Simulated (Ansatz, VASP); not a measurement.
**As: VASP beside Ansatz**

Contents of INCAR:

```
SYSTEM = As
PREC = Accurate
ENCUT = 520
EDIFF = 1E-7
ISMEAR = -1
SIGMA = 0.1
LREAL = .FALSE.
LASPH = .TRUE.
NELM = 100
ALGO = Normal
ISIF = 2
LWAVE = .FALSE.
LCHARG = .FALSE.
GGA = PS
NBANDS = 12
```

Contents of KPOINTS:

```
regular mesh
0
G
  10 10 10
  0 0 0
```

File POSCAR:

```
As
1.0
    0.0000000000      3.0851680448      3.0851680448
    3.0851680448      0.0000000000      3.0851680448
    3.0851680448      3.0851680448      0.0000000000
As
2
Direct
    0.1250000000      0.1250000000      0.1250000000
    0.8750000000      0.8750000000      0.8750000000
```

Input for Ansatz:

```yaml
crystal:
  lattice:
    - [0.0, 3.0851680448, 3.0851680448]
    - [3.0851680448, 0.0, 3.0851680448]
    - [3.0851680448, 3.0851680448, 0.0]
  atoms:
    - { symbol: As, position: [0.125, 0.125, 0.125] }
    - { symbol: As, position: [0.875, 0.875, 0.875] }
hamiltonian:
  xc: pbesol
  pseudopotentials:
    kind: paw
    azcp:
      As: "pseudopotentials/As.paw.azcp"
basis:
  ecutwfc: 420
  fft_grid_basis: typed
kpoints:
  mp_grid: { grid: [10, 10, 10], shift: [0, 0, 0] }
magnetization:
  spin_polarized: false
scf:
  occupations: { method: fermi_dirac, width: 0.1 }
  lower_state_search: "off"
output:
  stress: true
```

Alike in both runs: task single point; functional PBEsol; k mesh 10 × 10 × 10; occupations fermi-dirac, width 0.1 eV; no spin polarisation.

|  | VASP | Ansatz |
| --- | --- | --- |
| version | VASP 6.6.1 | Ansatz 0.2.0 |
| potentials or method | VASP PAW PBE potentials, release 64 (As), cutoff 520 eV | plane waves (420 eV) with PAW, scalar-relativistic |
| valence electrons in the cell | 10 | 30 |

Ansatz gave:

- pressure (GPa): -3.5

What did VASP give for the same quantities?

Pressure (GPa): -3.4.

VASP's potentials were made for PBE, not for PBEsol, and Ansatz warns of the same on its side. VASP's potentials hold 10 valence electrons a cell and Ansatz's 30, so a difference there can come from the potentials and not from the codes.
